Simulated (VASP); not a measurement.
Here is a VASP 6.6.1 calculation.

File INCAR:

```
PREC = Accurate
ENCUT = 520
EDIFF = 1E-6
ISMEAR = -1
SIGMA = 0.05
LREAL = False
LASPH = True
NELM = 80
ALGO = Normal
ISIF = 2
LWAVE = False
LCHARG = False
GGA = PE
NBANDS = 63
```

The input KPOINTS:

```
regular mesh
0
Gamma
  5 5 4
```

The input POSCAR:

```
HfIn4SiO6
1.0
    2.7158500000     -4.7035700000      0.0083300000
    2.7158500000      4.7035700000      0.0083300000
   -1.8791500000      0.0000000000      7.4012700000
Hf In Si O
1 4 1 6
Direct
    0.7883500000      0.2116500000      0.0000000000
    0.6217500000      0.3782500000      0.5000000000
    0.4550200000      0.5449800000      0.0000000000
    0.2840700000      0.7159300000      0.5000000000
    0.9581400000      0.0418600000      0.5000000000
    0.1216800000      0.8783200000      0.0000000000
    0.0621900000      0.1141500000      0.8666600000
    0.8858500000      0.9378100000      0.1333400000
    0.7949000000      0.5378400000      0.8666300000
    0.4621600000      0.2051000000      0.1333700000
    0.1535200000      0.6287900000      0.1333300000
    0.3712100000      0.8464800000      0.8666700000
```

Potentials or basis: VASP PAW PBE potentials, release 64 (Hf_pv, In_d, Si, O).

The run is started by

```bash
$ cat potpaw_PBE.64/Hf_pv/POTCAR potpaw_PBE.64/In_d/POTCAR potpaw_PBE.64/Si/POTCAR potpaw_PBE.64/O/POTCAR > POTCAR
$ mpirun -np 1 vasp_std > vasp.out
```

(1) Estimate the pressure.

(2) Predict the largest force.

Results:

(1) -0.6 GPa.

(2) 0.146 eV/Å.
